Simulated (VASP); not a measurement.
# LiH (P6_3/mmc) in VASP: notebook

The runs below take LiH through single point, with PBE, r2SCAN, HSE06.

Everything below comes from runs of VASP 6.6.1. Logs are shortened: lines on timing, memory, paths and dates and some standing lists are left out, and cuts for length are marked.

### 1 The cell of the first run

It takes space group P6_3/mmc (No. 194, hexagonal). The conventional cell has a = 2.782 Å, b = 2.782 Å, c = 4.873 Å, α = 90.00°, β = 90.00°, γ = 120.00°. Li (site symmetry -3m) has 6 H at 2.02 Å and 2 Li at 2.44 Å within 2.7 Å. Within 2.7 Å of H (site symmetry -6m2) lie 6 Li at 2.02 Å.

### 2 Single point, PBE

INCAR reads:

```
SYSTEM = LiH
  PREC = Accurate
  ENCUT = 520
  EDIFF = 1E-6
  ISMEAR = 0
  SIGMA = 0.01
  LREAL = .FALSE.
  LASPH = .TRUE.
  NELM = 80
  ALGO = Normal
  ISIF = 2
  LWAVE = .FALSE.
  LCHARG = .FALSE.
  GGA = PE
  NBANDS = 12
```

KPOINTS reads:

```
Automatic mesh
0
G
  9 9 4
  0 0 0
```

POSCAR reads:

```
LiH
1.0
    2.7815484418      0.0000000000      0.0000000000
   -1.3907742209      2.4088916124      0.0000000000
    0.0000000000      0.0000000000      4.8729606993
Li H
2 2
Direct
    0.0000000000      0.0000000000      0.0000000000
    0.0000000000      0.0000000000      0.5000000000
    0.3333333333      0.6666666667      0.2500000000
    0.6666666667      0.3333333333      0.7500000000
```

Potentials or basis: VASP PAW PBE potentials, release 64 (Li_sv, H).

Run with:

```
$ cat potpaw_PBE.64/Li_sv/POTCAR potpaw_PBE.64/H/POTCAR > POTCAR
$ mpirun -np 1 vasp_std > vasp.out
```

OUTCAR:

```text
SYSTEM = LiH
   PREC = Accurate
   ENCUT = 520
   EDIFF = 1E-6
   ISMEAR = 0
   LREAL = .FALSE.
   LASPH = .TRUE.
   NELM = 80
   ISIF = 2
   GGA = PE

 ion  position               nearest neighbor table
   1  0.000  0.000  0.000-   2 2.44   2 2.44
   2  0.000  0.000  0.500-   1 2.44   1 2.44
   3  0.333  0.667  0.250-
   4  0.667  0.333  0.750-

  LATTYP: Found a hexagonal cell.
 ALAT       =     2.7815484418
 C/A-ratio  =     1.7518877709

  Lattice vectors:

 A1 = (   2.7815484418,   0.0000000000,   0.0000000000)
 A2 = (  -1.3907742209,   2.4088916124,   0.0000000000)
 A3 = (   0.0000000000,   0.0000000000,   4.8729606993)

Analysis of symmetry for initial positions (statically):
=====================================================================
 Subroutine PRICEL returns:
 Original cell was already a primitive cell.

 Routine SETGRP: Setting up the symmetry group for a
 hexagonal supercell.

 Subroutine GETGRP returns: Found 24 space group operations
 (whereof 12 operations were pure point group operations)
 out of a pool of 24 trial point group operations.

The static configuration has the point symmetry D_3d.
 The point group associated with its full space group is D_6h.

Analysis of symmetry for dynamics (positions and initial velocities):
=====================================================================
 Subroutine PRICEL returns:
 Original cell was already a primitive cell.

 Routine SETGRP: Setting up the symmetry group for a
 hexagonal supercell.

 Subroutine GETGRP returns: Found 24 space group operations
 (whereof 12 operations were pure point group operations)
 out of a pool of 24 trial point group operations.

The dynamic configuration has the point symmetry D_3d.
 The point group associated with its full space group is D_6h.

 Subroutine INISYM returns: Found 24 space group operations
 (whereof 12 operations are pure point group operations),
 and found     1 'primitive' translations

----------------------------------------------------------------------------------------

                                     Primitive cell

  volume of cell :      32.6510

  direct lattice vectors                    reciprocal lattice vectors
     2.781548442  0.000000000  0.000000000     0.359511984  0.207564341  0.000000000
    -1.390774221  2.408891612  0.000000000     0.000000000  0.415128682  0.000000000
     0.000000000  0.000000000  4.872960699     0.000000000  0.000000000  0.205214050

  length of vectors
     2.781548442  2.781548442  4.872960699     0.415128682  0.415128682  0.205214050

  position of ions in fractional coordinates (direct lattice)
     0.000000000  0.000000000  0.000000000
     0.000000000  0.000000000  0.500000000
     0.333333333  0.666666667  0.250000000
     0.666666667  0.333333333  0.750000000

  ion indices of the primitive-cell ions
   primitive index   ion index
                 1           1
                 2           2
                 3           3
                 4           4

----------------------------------------------------------------------------------------

 KPOINTS: Automatic mesh

Automatic generation of k-mesh.
 Grid dimensions read from file:
 generate k-points for:    9    9    4

 Generating k-lattice:

  Cartesian coordinates                     Fractional coordinates (reciprocal lattice)
     0.039945776  0.023062705  0.000000000     0.111111111  0.000000000  0.000000000
     0.000000000  0.046125409  0.000000000     0.000000000  0.111111111  0.000000000
     0.000000000  0.000000000  0.051303512     0.000000000  0.000000000  0.250000000

  Length of vectors
     0.046125409  0.046125409  0.051303512

  Shift w.r.t. Gamma in fractional coordinates (k-lattice)
     0.000000000  0.000000000  0.000000000

 Subroutine IBZKPT returns following result:
 ===========================================

 Found     36 irreducible k-points:

 Following reciprocal coordinates:
            Coordinates               Weight
  0.000000  0.000000  0.000000      1.000000
  0.111111 -0.000000  0.000000      6.000000
  0.222222 -0.000000  0.000000      6.000000
  0.333333 -0.000000  0.000000      6.000000
  0.444444 -0.000000  0.000000      6.000000
  0.111111  0.111111  0.000000      6.000000
[... 16 lines left out ...]
  0.333333  0.222222  0.250000     24.000000
  0.333333  0.333333  0.250000      4.000000
 [... further k-points ...]
   k-points           NKPTS =     36   k-points in BZ     NKDIM =     36   number of bands    NBANDS=     12
   number of dos      NEDOS =    301   number of ions     NIONS =      4
   total plane-waves  NPLWV =  20736
   dimension x,y,z NGX =    24 NGY =   24 NGZ =   36
   dimension x,y,z NGXF=    48 NGYF=   48 NGZF=   72
   ions per type =               2   2
   NGX,Y,Z   is equivalent  to a cutoff of  14.34, 14.34, 12.28 a.u.
   NGXF,Y,Z  is equivalent  to a cutoff of  28.69, 28.69, 24.56 a.u.
 SYSTEM =  LiH
   PREC   = accura    normal or accurate (medium, high low for compatibility)
   ISTART =      0    job   : 0-new  1-cont  2-samecut
   ICHARG =      2    charge: 1-file 2-atom 10-const
   ISPIN  =      1    spin polarized calculation?
   LNONCOLLINEAR =      F non collinear calculations
   LSORBIT =      F    spin-orbit coupling
   LASPH  =      T    aspherical Exc in radial PAW
   ENCUT  =  520.0 eV  38.22 Ry    6.18 a.u.   5.17  5.17  9.06*2*pi/ulx,y,z
   NELM   =     80;   NELMIN=  2; NELMDL= -5     # of ELM steps
   EDIFF  = 0.1E-05   stopping-criterion for ELM
   LREAL  =      F    real-space projection
   EDIFFG = 0.1E-04   stopping-criterion for IOM
   NSW    =      0    number of steps for IOM
   IBRION =     -1    ionic relax: 0-MD 1-quasi-New 2-CG
   NFREE  =      0    steps in history (QN), initial steepest desc. (CG)
   ISIF   =      2    stress and relaxation
   ISYM   =      2    0-nonsym 1-usesym 2-fastsym
   POTIM  = 0.5000    time-step for ionic-motion
   TEBEG  =    0.0;   TEEND  =   0.0 temperature during run
   PSTRESS=    0.0 pullay stress
   NELECT =       8.0000    total number of electrons
   NUPDOWN=      -1.0000    fix difference up-down
   EMIN   =  10.00;   EMAX   =-10.00  energy-range for DOS
   EFERMI =   0.00;   METHOD = LEGACY
   ISMEAR =     0;   SIGMA  =   0.01  broadening in eV -4-tet -1-fermi 0-gaus
   EFERMI_NEDOS =   21; number of points for ismear=-14 and -15
   IALGO  =     38    algorithm
   IMIX   =      4    mixing-type and parameters
     AMIX     =   0.40;   BMIX     =  1.00
     AMIX_MAG =   1.60;   BMIX_MAG =  1.00
  volume/ion in A,a.u.               =       8.16        55.08
  Fermi-wavevector in a.u.,A,eV,Ry     =   1.024407  1.935849 14.278087  1.049410
  Thomas-Fermi vector in A             =   2.158192
   LORBIT       =      0    0 simple, 1 ext, 2 COOP (PROOUT), +10 PAW based schemes
   GGA     = PE    functional components
   LHFCALC =     F    Hartree Fock is set to
   AEXX    =    0.0000 exact exchange contribution
   IVDW    =     0    specifies the selected vdW correction
   LEPSILON=     F    determine dielectric tensor
   LRPA    =     F    only Hartree local field effects (RPA)
 non-spin polarized calculation
 Gauss-broadening in eV      SIGMA  =   0.01
  energy-cutoff  :      520.00
  volume of cell :       32.65
 maximum number of plane-waves:       895
 NGX is ok and might be reduce to    24
   NGX = 11   NGY = 11   NGZ = 19

 number of electron       8.0000007 magnetization

 Free energy of the ion-electron system (eV)
  ---------------------------------------------------
  ext. energy  EPLUGINS =         0.00000000
  ---------------------------------------------------
  free energy    TOTEN  =       -12.04247289 eV

  energy without entropy =      -12.04247289  energy(sigma->0) =      -12.04247289

 E-fermi :   0.0316     XC(G=0):  -8.4602

 val. band max:       -0.1076466493   @ k =   0.4444   0.1111   0.0000
 cond. band min:       4.3784861749   @ k =   0.4444   0.1111   0.5000
 fundamental gap:      4.4861328241
 Fermi energy:         0.0315948036

 k-point     1 :       0.0000    0.0000    0.0000
  band No.  band energies     occupation
      1     -44.4469      2.00000
      2     -44.3787      2.00000
      3      -5.3277      2.00000
      4      -3.0497      2.00000
      5       4.5051      0.00000
      6      14.4061      0.00000
      7      15.7308      0.00000
      8      16.2979      0.00000
      9      16.2979      0.00000
     10      16.6164      0.00000
     11      19.7509      0.00000
     12      19.7509      0.00000

 k-point     2 :       0.1111   -0.0000    0.0000
  band No.  band energies     occupation
      1     -44.4422      2.00000
      2     -44.3749      2.00000
      3      -5.1224      2.00000
      4      -2.7842      2.00000
      5       4.6090      0.00000
      6      12.3852      0.00000
      7      14.7176      0.00000
      8      15.0438      0.00000
      9      15.2889      0.00000
     10      16.8812      0.00000
     11      19.3604      0.00000
     12      19.5711      0.00000

 k-point     3 :       0.2222   -0.0000    0.0000
  band No.  band energies     occupation
      1     -44.4307      2.00000
      2     -44.3652      2.00000
      3      -4.5203      2.00000
      4      -2.0242      2.00000
      5       4.9241      0.00000
      6       8.9252      0.00000
      7      12.0934      0.00000
      8      13.3853      0.00000
      9      14.6275      0.00000
     10      16.4016      0.00000
     11      17.7787      0.00000
     12      17.9637      0.00000
[... 286 lines left out ...]
 k-point    23 :       0.3333    0.2222    0.2500
  band No.  band energies     occupation
      1     -44.3963      2.00000
      2     -44.3529      2.00000
      3      -1.7256      2.00000
      4      -0.4705      2.00000
      5       4.7181      0.00000
      6       5.8296      0.00000
      7       7.9641      0.00000
      8       8.3364      0.00000
      9       9.9685      0.00000
     10      12.3947      0.00000
     11      17.8346      0.00000
     12      18.6238      0.00000

 k-point    24 :       0.3333    0.3333    0.2500
  band No.  band energies     occupation
      1     -44.3941      2.00000
      2     -44.3509      2.00000
      3      -0.8276      2.00000
      4      -0.8276      2.00000
      5       5.3337      0.00000
      6       5.3337      0.00000
      7       7.0589      0.00000
      8       7.6440      0.00000
      9      10.7087      0.00000
     10      10.7087      0.00000
     11      18.4014      0.00000
     12      19.6381      0.00000

 [... further k-points ...]
[... 5 lines left out ...]
  --------------------------------------------------------------------------------------
  -------------------------------------------------------------------------------------
  Total       -0.0599646     -0.0599646      0.0271546     -0.0000000     -0.0000000      0.0000000
  in kB       -2.9424479     -2.9424479      1.3324703     -0.0000000     -0.0000000      0.0000000
  external PRESSURE =      -1.5174752 kB  Pullay stress =       0.0000000 kB

 VOLUME and BASIS-vectors are now :
 -----------------------------------------------------------------------------
  energy-cutoff  :      520.00
  volume of cell :       32.65
      direct lattice vectors                 reciprocal lattice vectors
     2.781548442  0.000000000  0.000000000     0.359511984  0.207564341  0.000000000
    -1.390774221  2.408891612  0.000000000     0.000000000  0.415128682  0.000000000
     0.000000000  0.000000000  4.872960699     0.000000000  0.000000000  0.205214050

 POSITION                                       TOTAL-FORCE (eV/Angst)
 -----------------------------------------------------------------------------------
      0.00000      0.00000      0.00000         0.000000      0.000000      0.000000
      0.00000      0.00000      2.43648         0.000000      0.000000      0.000000
     -0.00000      1.60593      1.21824         0.000000     -0.000000     -0.000000
      1.39077      0.80296      3.65472        -0.000000      0.000000     -0.000000
 -----------------------------------------------------------------------------------
    total drift:                               -0.000000      0.000000      0.000000

  FREE ENERGIE OF THE ION-ELECTRON SYSTEM (eV)
  ---------------------------------------------------
  free  energy   TOTEN  =       -12.0424728887 eV

  energy  without entropy=      -12.0424728887  energy(sigma->0) =      -12.04247289
```

It took 24 s on 1 thread of AMD EPYC 7R13 (Zen 3), shared host; peak memory 0.12 GiB.

What came out:

| Quantity | Value |
| --- | --- |
| Free energy | -12.0425 eV |
| Band gap on the k mesh | 4.49 eV, indirect (least direct gap 4.99 eV) |

Caveat: the cutoff is under 1.25 times the usual one of these potentials, so pressure, stress and relaxed cells hold a basis-set (Pulay) error.

[end of part 1 of 2]
